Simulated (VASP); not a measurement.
A run of VASP 6.6.1 is set up as follows.

The input POSCAR:

```
WSe2
1.0
    3.3197900000      0.0000000000      0.0000000000
   -1.6598950000      2.8750250000      0.0000000000
    0.0000000000     -1.9166800000      6.4790890000
W Se
1 2
Direct
    0.0000000000      0.0000000000      0.0000000000
    0.2497000000      0.4994000000      0.7491000000
    0.4190000000      0.8380000000      0.2570000000
```

INCAR.step1

```
PREC     = Accurate       # precision mode
ENCUT    = 520            # plane-wave cutoff, eV
ISMEAR   = -1             # smearing method
SIGMA    = 0.0472         # smearing width, eV
LREAL    = False          # projectors in reciprocal space
LASPH    = True           # aspherical terms in the spheres
NELM     = 80             # most SCF steps
NBANDS   = 20             # bands
GGA      = PE             # functional
ALGO     = Normal         # electronic algorithm
EDIFF    = 1E-4           # SCF threshold, eV
LWAVE    = True           # write WAVECAR
LCHARG   = False          # write CHGCAR
```

File INCAR.step2:

```
PREC     = Accurate       # precision mode
ENCUT    = 520            # plane-wave cutoff, eV
EDIFF    = 1E-6           # SCF threshold, eV
ISMEAR   = -1             # smearing method
SIGMA    = 0.0472         # smearing width, eV
LREAL    = False          # projectors in reciprocal space
LASPH    = True           # aspherical terms in the spheres
NELM     = 80             # most SCF steps
ALGO     = Normal         # electronic algorithm
ISIF     = 2              # what is computed and relaxed
LWAVE    = False          # write WAVECAR
LCHARG   = False          # write CHGCAR
METAGGA  = R2SCAN         # meta-GGA
LMIXTAU  = True         
NBANDS   = 20             # bands
ISTART   = 1
```

KPOINTS

```
Automatic mesh
0
Gamma
  9 9 9
```

Potentials or basis: VASP PAW PBE potentials, release 64 (W_sv, Se).

Run with:

```bash
$ cat potpaw_PBE.64/W_sv/POTCAR potpaw_PBE.64/Se/POTCAR > POTCAR
$ cp INCAR.step1 INCAR
$ mpirun -np 1 vasp_std > vasp.out
$ cp INCAR.step2 INCAR
$ mpirun -np 1 vasp_std > vasp.out
```

(1) Estimate the largest force.

(2) Estimate the band gap on the k mesh.

(3) Estimate the pressure.

Results:

(1) 0.579 eV/Å.

(2) 1.12 eV (least direct gap 1.59 eV).

(3) 2.1 GPa.

Caveat: the PAW data sets were made with another functional, which shifts forces and pressure a little; spin-orbit coupling is left out, which moves the levels of the heavy elements; an odd mesh through Γ misses points on the zone boundary, where band edges can lie.
